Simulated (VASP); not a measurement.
# CuSi16 (a cell with a defect): single point with PBE

The system is CuSi16 (a cell with a defect).

```
CELL_PARAMETERS angstrom
0.00000 5.43000 5.43000
5.43000 0.00000 5.43000
5.43000 5.43000 0.00000
ATOMIC_POSITIONS crystal
Si 0.99909 0.00771 0.99200
Si 0.11276 0.15223 0.11767
Si 0.99903 0.00808 0.50104
Si 0.14356 0.11502 0.62082
Si 0.95766 0.52375 0.00913
Si 0.11810 0.61787 0.12233
Si 0.00085 0.48927 0.50476
Si 0.11789 0.61837 0.64142
Si 0.48733 0.01289 0.00003
Si 0.62713 0.12232 0.12320
Si 0.51462 0.99414 0.49559
Si 0.62694 0.12230 0.62761
Si 0.49223 0.49665 0.99857
Si 0.58622 0.63562 0.13941
Si 0.49189 0.49667 0.51315
Si 0.62822 0.62007 0.62601
Cu 0.16136 0.78571 0.27619
```

```
Program                : VASP 6.6.1
Task                   : single point
Functional             : PBE
Potentials or basis    : VASP PAW PBE potentials, release 64 (Si, Cu)
Cutoff                 : 520 eV
k mesh                 : 2 × 2 × 2
Occupations            : gaussian, width 0.02 eV
Spin                   : no spin polarisation
Dipole correction      : no
Charge                 : 1
Further INCAR settings : LREAL = Auto; ALGO = Normal; EDIFF = 1e-06; NBANDS = 52; NELECT = 74.0
```

* Largest force: 0.027 eV/Å

Forces on the atoms (eV/Å):
```
Si   0.001  0.002 -0.001
Si   0.002 -0.014  0.023
Si   0.002  0.003 -0.012
Si   0.011 -0.011  0.003
Si  -0.013  0.016 -0.006
Si  -0.010 -0.002  0.009
Si   0.000  0.012 -0.017
Si  -0.004  0.000  0.003
Si   0.001 -0.004 -0.013
Si   0.004 -0.010  0.004
Si  -0.002  0.011 -0.008
Si   0.008 -0.001  0.008
Si  -0.002 -0.005 -0.008
Si   0.009 -0.014 -0.001
Si  -0.002  0.006 -0.004
Si  -0.001  0.000  0.006
Cu  -0.002  0.014  0.012
```

Levels at points of the mesh, in eV from the Fermi level:
```csv
k point,band 34,band 35,band 36,band 37,band 38,band 39,band 40,band 41
"(0.00, 0.00, 0.00)",-1.01,-0.63,-0.19,-0.08,0.08,0.40,0.59,0.61
"(0.50, 0.00, 0.00)",-0.91,-0.89,-0.65,-0.52,0.52,1.01,1.34,1.37
"(0.00, 0.50, 0.00)",-0.94,-0.89,-0.87,-0.80,0.50,1.15,1.24,1.32
"(0.00, 0.00, 0.50)",-0.94,-0.90,-0.84,-0.74,0.55,1.12,1.26,1.31
"(0.50, 0.50, 0.50)",-0.94,-0.90,-0.84,-0.75,0.55,1.12,1.26,1.31
"(0.50, 0.50, 0.00)",-1.51,-1.50,-1.42,-1.12,0.67,0.98,1.96,2.05
"(0.00, 0.50, 0.50)",-1.54,-1.46,-1.43,-1.08,0.66,0.99,1.94,2.06
"(0.50, 0.00, 0.50)",-1.54,-1.46,-1.43,-1.08,0.66,0.99,1.94,2.06
```

Wall time 4.5 min on 1 thread of Intel(R) Xeon(R) Platinum 8559C (Emerald Rapids), on a shared host, peak memory 0.49 GiB.

Caveat: the k points lie up to 0.50 Å⁻¹ apart; the cell carries a net charge on a neutralising background, which shifts energy and pressure; the cell is charged against a uniform background, so pressure and absolute levels hang on convention.
